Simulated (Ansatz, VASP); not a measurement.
**Zn2S in VASP and in Ansatz**

```
Zn S
1.0
     3.57491    0.00000    0.00000
     0.00000    3.57491    0.00000
     0.00000    0.00000    8.75559
Zn S
4 2
Cartesian
  0.0000 0.0000 0.0000
  1.7875 1.7875 0.0000
  1.7875 0.0000 3.3404
  0.0000 1.7875 5.4152
  1.7875 0.0000 5.8119
  0.0000 1.7875 2.9437
```

Change from the starting cell: species swapped into the Cu2Sb type (P4/nmm, No. 129).

Alike in both runs: functional PBE; k mesh 4 × 4 × 4; occupations gaussian, width 0.1 eV; no spin polarisation.

Ansatz relaxed the structure, and its values are those at the end. VASP's run is a single point on that final structure, the one shown.

|  | VASP | Ansatz |
| --- | --- | --- |
| version | VASP 6.6.1 | Ansatz 0.2.0 |
| potentials or method | VASP PAW PBE potentials, release 64 (Zn, S), cutoff 520 eV | scalar-relativistic, plane waves, PAW |
| valence electrons in the cell | 60 | 60 |

Ansatz gave:

| Item | Value |
| --- | --- |
| gap on the k mesh at the Fermi level (eV) | none |
| pressure (GPa) | 0.0 |
| rms of the force components (eV/Å) | 0.000 |

Q: Which values does VASP return?

A: gap on the k mesh at the Fermi level (eV): none; pressure (GPa): 0.1; rms of the force components (eV/Å): 0.006.

A gap of «none» marks a metal or a gap that the smearing closes.

The k mesh is coarse, so the values compare programs but aren't converged.
